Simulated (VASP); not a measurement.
# LiSb3 (Pm-3m) in VASP: single point with PBE

Aim: the single point of LiSb3 with PBE.

Program: VASP 6.6.1. These are calculated values, not measurements. Logs are shortened: lines on timing, memory, paths and dates and some standing lists are left out, and cuts for length are marked.

## 1. The cell of the first run

The structure is cubic, space group Pm-3m (No. 221). Conventional cell: a = 4.681 Å, b = 4.681 Å, c = 4.681 Å, α = 90.00°, β = 90.00°, γ = 90.00°. Li (site symmetry m-3m) has 12 Sb at 3.31 Å within 4.4 Å. Within 4.4 Å of Sb (site symmetry 4/mmm) lie 4 Li at 3.31 Å and 8 Sb at 3.31 Å.

## 2. Single point, PBE

Contents of INCAR:

```
PREC = Accurate
ENCUT = 750
EDIFF = 1E-6
ISMEAR = 1
SIGMA = 0.01
LREAL = F
LASPH = T
NELM = 120
ALGO = Normal
ISIF = 2
LWAVE = F
LCHARG = T
GGA = PE
LELF = T
LVHAR = T
NBANDS = 17
GGA_COMPAT = F
```

Contents of KPOINTS:

```
regular mesh
0
Gamma
  2 2 2
```

Contents of POSCAR:

```
LiSb3
1.0
    4.6810210000      0.0000000000      0.0000000000
    0.0000000000      4.6810210000      0.0000000000
    0.0000000000      0.0000000000      4.6810210000
Li Sb
1 3
Direct
    0.0000000000      0.0000000000      0.0000000000
    0.5000000000      0.0000000000      0.5000000000
    0.0000000000      0.5000000000      0.5000000000
    0.5000000000      0.5000000000      0.0000000000
```

Potentials or basis: VASP PAW PBE potentials, release 64 (Li_sv, Sb).

The run is started by

```
$ cat potpaw_PBE.64/Li_sv/POTCAR potpaw_PBE.64/Sb/POTCAR > POTCAR
$ mpirun -np 1 vasp_std > vasp.out
```

OUTCAR:

```text
PREC = Accurate
   ENCUT = 750
   EDIFF = 1E-6
   ISMEAR = 1
   LREAL = F
   LASPH = T
   NELM = 120
   ISIF = 2
   GGA = PE

 ion  position               nearest neighbor table
   1  0.000  0.000  0.000-
   2  0.500  0.000  0.500-   3 3.31   4 3.31   4 3.31   3 3.31   4 3.31   4 3.31   3 3.31   3 3.31

   3  0.000  0.500  0.500-   2 3.31   4 3.31   4 3.31   2 3.31   2 3.31   4 3.31   4 3.31   2 3.31

   4  0.500  0.500  0.000-   2 3.31   3 3.31   2 3.31   3 3.31   2 3.31   2 3.31   3 3.31   3 3.31

  LATTYP: Found a simple cubic cell.
 ALAT       =     4.6810210000

  Lattice vectors:

 A1 = (   4.6810210000,   0.0000000000,   0.0000000000)
 A2 = (   0.0000000000,   4.6810210000,   0.0000000000)
 A3 = (   0.0000000000,   0.0000000000,   4.6810210000)

Analysis of symmetry for initial positions (statically):
=====================================================================
 Subroutine PRICEL returns:
 Original cell was already a primitive cell.

 Routine SETGRP: Setting up the symmetry group for a
 simple cubic supercell.

 Subroutine GETGRP returns: Found 48 space group operations
 (whereof 48 operations were pure point group operations)
 out of a pool of 48 trial point group operations.

The static configuration has the point symmetry O_h .

Analysis of symmetry for dynamics (positions and initial velocities):
=====================================================================
 Subroutine PRICEL returns:
 Original cell was already a primitive cell.

 Routine SETGRP: Setting up the symmetry group for a
 simple cubic supercell.

 Subroutine GETGRP returns: Found 48 space group operations
 (whereof 48 operations were pure point group operations)
 out of a pool of 48 trial point group operations.

The dynamic configuration has the point symmetry O_h .

 Subroutine INISYM returns: Found 48 space group operations
 (whereof 48 operations are pure point group operations),
 and found     1 'primitive' translations

----------------------------------------------------------------------------------------

                                     Primitive cell
[... 69 lines left out ...]
   LNONCOLLINEAR =      F non collinear calculations
   LSORBIT =      F    spin-orbit coupling
   LASPH  =      T    aspherical Exc in radial PAW
   ENCUT  =  750.0 eV  55.12 Ry    7.42 a.u.  10.45 10.45 10.45*2*pi/ulx,y,z
   NELM   =    120;   NELMIN=  2; NELMDL= -5     # of ELM steps
   EDIFF  = 0.1E-05   stopping-criterion for ELM
   LREAL  =      F    real-space projection
   EDIFFG = 0.1E-04   stopping-criterion for IOM
   NSW    =      0    number of steps for IOM
   IBRION =     -1    ionic relax: 0-MD 1-quasi-New 2-CG
   NFREE  =      0    steps in history (QN), initial steepest desc. (CG)
   ISIF   =      2    stress and relaxation
   ISYM   =      2    0-nonsym 1-usesym 2-fastsym
   POTIM  = 0.5000    time-step for ionic-motion
   TEBEG  =    0.0;   TEEND  =   0.0 temperature during run
   PSTRESS=    0.0 pullay stress
   NELECT =      18.0000    total number of electrons
   NUPDOWN=      -1.0000    fix difference up-down
   EMIN   =  10.00;   EMAX   =-10.00  energy-range for DOS
   EFERMI =   0.00;   METHOD = LEGACY
   ISMEAR =     1;   SIGMA  =   0.01  broadening in eV -4-tet -1-fermi 0-gaus
   EFERMI_NEDOS =   21; number of points for ismear=-14 and -15
   IALGO  =     38    algorithm
   IMIX   =      4    mixing-type and parameters
     AMIX     =   0.40;   BMIX     =  1.00
     AMIX_MAG =   1.60;   BMIX_MAG =  1.00
  volume/ion in A,a.u.               =      25.64       173.04
  Fermi-wavevector in a.u.,A,eV,Ry     =   0.916555  1.732037 11.429882  0.840073
  Thomas-Fermi vector in A             =   2.041423
   LORBIT       =      0    0 simple, 1 ext, 2 COOP (PROOUT), +10 PAW based schemes
   GGA     = PE    functional components
   LHFCALC =     F    Hartree Fock is set to
   AEXX    =    0.0000 exact exchange contribution
   IVDW    =     0    specifies the selected vdW correction
   LEPSILON=     F    determine dielectric tensor
   LRPA    =     F    only Hartree local field effects (RPA)
 non-spin polarized calculation
 Methfessel and Paxton  Order N= 1 SIGMA  =   0.01
  energy-cutoff  :      750.00
  volume of cell :      102.57
 maximum number of plane-waves:      4828
 NGX is ok and might be reduce to    42
   NGX = 21   NGY = 21   NGZ = 21

 number of electron      17.9999994 magnetization

 Free energy of the ion-electron system (eV)
  ---------------------------------------------------
  ext. energy  EPLUGINS =         0.00000000
  ---------------------------------------------------
  free energy    TOTEN  =       -13.21606524 eV

  energy without entropy =      -13.21650008  energy(sigma->0) =      -13.21621019

 E-fermi :   5.9900     XC(G=0):  -9.4818

 val. band max:        5.9042519450   @ k =   0.5000   0.0000   0.0000
 cond. band min:       5.9984009223   @ k =   0.5000   0.5000   0.0000
 fundamental gap:      0.0941489773
 Fermi energy:         5.9899821002

 k-point     1 :       0.0000    0.0000    0.0000
  band No.  band energies     occupation
      1     -40.6968      2.00000
      2      -5.3300      2.00000
      3      -0.3614      2.00000
      4      -0.3614      2.00000
      5       2.7370      2.00000
      6       2.7370      2.00000
[... 57 lines left out ...]
      4      -2.1363      2.00000
      5       0.9071      2.00000
      6       2.2512      2.00000
[... 9 lines left out ...]
     16      14.9282      0.00000
     17      14.9282      0.00000

------------------------ aborting loop because EDIFF is reached ----------------------------------------

  FORCE on cell =-STRESS in cart. coord.  units (eV):
  Direction    XX          YY          ZZ          XY          YZ          ZX
  --------------------------------------------------------------------------------------
  -------------------------------------------------------------------------------------
  Total       -0.2405363     -0.2405363     -0.2405363     -0.0000000     -0.0000000      0.0000000
  in kB       -3.7572451     -3.7572451     -3.7572451     -0.0000000     -0.0000000      0.0000000
  external PRESSURE =      -3.7572451 kB  Pullay stress =       0.0000000 kB

 VOLUME and BASIS-vectors are now :
 -----------------------------------------------------------------------------
  energy-cutoff  :      750.00
  volume of cell :      102.57
      direct lattice vectors                 reciprocal lattice vectors
     4.681021000  0.000000000  0.000000000     0.213628608  0.000000000  0.000000000
     0.000000000  4.681021000  0.000000000     0.000000000  0.213628608  0.000000000
     0.000000000  0.000000000  4.681021000     0.000000000  0.000000000  0.213628608

 POSITION                                       TOTAL-FORCE (eV/Angst)
 -----------------------------------------------------------------------------------
      0.00000      0.00000      0.00000         0.000000      0.000000      0.000000
      2.34051      0.00000      2.34051         0.000000      0.000000      0.000000
      0.00000      2.34051      2.34051         0.000000      0.000000      0.000000
      2.34051      2.34051      0.00000         0.000000      0.000000      0.000000
 -----------------------------------------------------------------------------------
    total drift:                               -0.000000     -0.000000      0.000000

  FREE ENERGIE OF THE ION-ELECTRON SYSTEM (eV)
  ---------------------------------------------------
  free  energy   TOTEN  =       -13.2160652408 eV

  energy  without entropy=      -13.2165000837  energy(sigma->0) =      -13.21621019
```

OSZICAR:

```text
N       E                     dE             d eps       ncg     rms          rms(c)
DAV:   1     0.803746190884E+02    0.80375E+02   -0.70550E+03   136   0.116E+03
DAV:   2    -0.820672342726E+01   -0.88581E+02   -0.84425E+02   181   0.182E+02
DAV:   3    -0.128760947762E+02   -0.46694E+01   -0.45489E+01   164   0.395E+01
DAV:   4    -0.132266751784E+02   -0.35058E+00   -0.35002E+00   231   0.850E+00
DAV:   5    -0.132302915309E+02   -0.36164E-02   -0.36165E-02   190   0.939E-01    0.322E+00
DAV:   6    -0.132200513206E+02    0.10240E-01   -0.79110E-03   205   0.512E-01    0.186E+00
DAV:   7    -0.132162674047E+02    0.37839E-02   -0.16191E-02   153   0.716E-01    0.145E-01
DAV:   8    -0.132160310891E+02    0.23632E-03   -0.17828E-03   206   0.244E-01    0.471E-02
DAV:   9    -0.132160742917E+02   -0.43203E-04   -0.19864E-04   203   0.774E-02    0.180E-02
DAV:  10    -0.132160664585E+02    0.78332E-05   -0.32525E-05   188   0.277E-02    0.450E-03
DAV:  11    -0.132160654011E+02    0.10574E-05   -0.78738E-07   179   0.525E-03    0.844E-04
DAV:  12    -0.132160652408E+02    0.16023E-06   -0.67801E-08    92   0.169E-03
   1 F= -.13216065E+02 E0= -.13216210E+02  d E =0.434843E-03
```

Run time: 22 s. Hardware: 1 thread of Intel Xeon Platinum 8488C (Sapphire Rapids), shared host; peak memory 0.25 GiB.

What came out:

* Free energy: -13.2161 eV
* Pressure: -0.4 GPa
* Band gap on the k mesh: zero (band 9 reaches 7.74 eV, above the bottom of band 10 at 5.90 eV)

Levels at points of the mesh, in eV from the Fermi level:
```
           k point  band 6  band 7  band 8  band 9  band 10  band 11
(0.00, 0.00, 0.00)   -3.25   -3.25    1.74    1.75     1.75     1.75
(0.50, 0.00, 0.00)   -2.10   -0.63   -0.63   -0.31    -0.09     0.30
(0.50, 0.50, 0.00)   -1.49   -0.43   -0.10   -0.10     0.01     0.01
(0.50, 0.50, 0.50)   -3.74   -3.74   -3.74    1.36     4.91     4.91
```

Caveat: the k points lie up to 0.67 Å⁻¹ apart; spin-orbit coupling is left out, which moves the levels of the heavy elements.
